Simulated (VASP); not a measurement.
Runs of VASP 6.6.1 on KCl (ae). The structure is that of space group Pm-3m (No. 221), or close to it. The cells are those of the table. 

| task | cell | gap on the mesh (eV) | pressure (GPa) |
| --- | --- | --- | --- |
| relaxation of cell and atoms | relaxed from a = 3.650 Å, 2 atoms | (b) | 0.0 |
| single point | a = 3.562 Å, 2 atoms | 5.48 | 2.2 |
| single point | a = 3.708 Å, 2 atoms | 4.83 | -1.4 |
| single point | a = 3.742 Å, 2 atoms | 4.70 | -2.0 |
| single point | a = 3.672 Å, 2 atoms | 4.97 | -0.7 |
| single point | a = 3.599 Å, 2 atoms | 5.29 | (a) |
| single point | a = 3.636 Å, 2 atoms | 5.13 | 0.1 |
| single point | a = 3.524 Å, 2 atoms | 5.68 | 3.6 |

Alike in all rows: level LDA; potentials or basis VASP PAW LDA potentials, release 64 (K_sv, Cl); no spin polarisation; k mesh 6 × 6 × 6; cutoff (eV) 500; smearing gaussian 0.02 eV.

Fill in the values left out.

(a) 1.1; (b) 5.11.

A k mesh can miss the band edges.
